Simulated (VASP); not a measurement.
The system is AlRu.

```
CELL_PARAMETERS angstrom
2.99160 0.00000 0.00000
0.00000 2.99160 0.00000
0.00000 0.00000 2.99160
ATOMIC_POSITIONS crystal
Al 0.00000 0.00000 0.00000
Ru 0.50000 0.50000 0.50000
```

Base run:

| Property | Result |
| --- | --- |
| Program | VASP 6.6.1 |
| Functional | PBEsol |
| Potentials or basis | VASP PAW PBE potentials, release 64 (Al, Ru_pv) |
| Cutoff | 500 eV |
| k mesh | 9 × 9 × 9 |
| Occupations | fermi-dirac, width 0.1 eV |
| Spin | no spin polarisation |

Its results: band gap on the k mesh zero (an odd number of electrons rules out a gap without spin polarisation); pressure -3.1 GPa.

**Question.** After a change of settings the same cell gave: band gap on the k mesh zero (an odd number of electrons rules out a gap without spin polarisation); pressure 5.2 GPa. Which change was it?
A. functional from PBEsol to LDA; potentials or basis from VASP PAW PBE potentials, release 64 (Al, Ru_pv) to VASP PAW LDA potentials, release 64 (Al, Ru_pv)
B. functional from PBEsol to revPBE
C. functional from PBEsol to PBE
D. functional from PBEsol to r2SCAN; cutoff from 500 eV to 550 eV

**Answer.** B.

revPBE binds less tightly than PBEsol, so the same cell stands under more pressure.

Caveats: the PAW data sets were made with another functional, which shifts forces and pressure a little; the cell stands under tension (at least some runs); the cell stands under pressure (at least some runs).
